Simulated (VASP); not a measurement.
Set up this calculation in VASP 6.6.1, as the native input.

| Property | Result |
| --- | --- |
| Task | single point |
| Functional | LDA |
| Potentials or basis | VASP PAW LDA potentials, release 64 (Sn_d) |
| Cutoff | 520 eV |
| k mesh | 11 × 11 × 11 |
| Occupations | fermi-dirac, width 0.1 eV |
| Spin | no spin polarisation |
| Dipole correction | no |
| Further INCAR settings | ALGO = Normal; EDIFF = 1e-06; NBANDS = 13 |

The structure of Sn lies in POSCAR:

```
Sn
1.0
   -1.7265390000      1.7755470000      2.3383420000
    1.7265390000     -1.7755470000      2.3383420000
    1.7265390000      1.7755470000     -2.3383420000
Sn
1
Direct
    0.0000000000      0.0000000000      0.0000000000
```

One way to write it, as run:

INCAR

```
SYSTEM = Sn
PREC = Accurate ; ENCUT = 520
EDIFF = 1E-6 ; ISMEAR = -1
SIGMA = 0.1 ; LREAL = .False.
LASPH = .True. ; NELM = 80
ALGO = Normal ; ISIF = 2
LWAVE = .False. ; LCHARG = .False.
GGA = CA ; NBANDS = 13
```

KPOINTS

```
regular mesh
0
Gamma
  11 11 11
  0 0 0
```

Potentials or basis: VASP PAW LDA potentials, release 64 (Sn_d).

Command:

```sh
$ cat potpaw_LDA.64/Sn_d/POTCAR > POTCAR
$ mpirun -np 1 vasp_std > vasp.out
```

It gave:

```yaml
Pressure: -4.7 GPa
Band_gap_on_the_k_mesh: zero (band 7 reaches 14.15 eV, above the bottom of band 8 at 5.49 eV)
```

Caveat: spin-orbit coupling is left out, which moves the levels of the heavy elements.

Wall time 22 s on 1 thread of Intel(R) Xeon(R) 6975P-C (Granite Rapids), with other jobs on the host, peak memory 0.19 GiB.
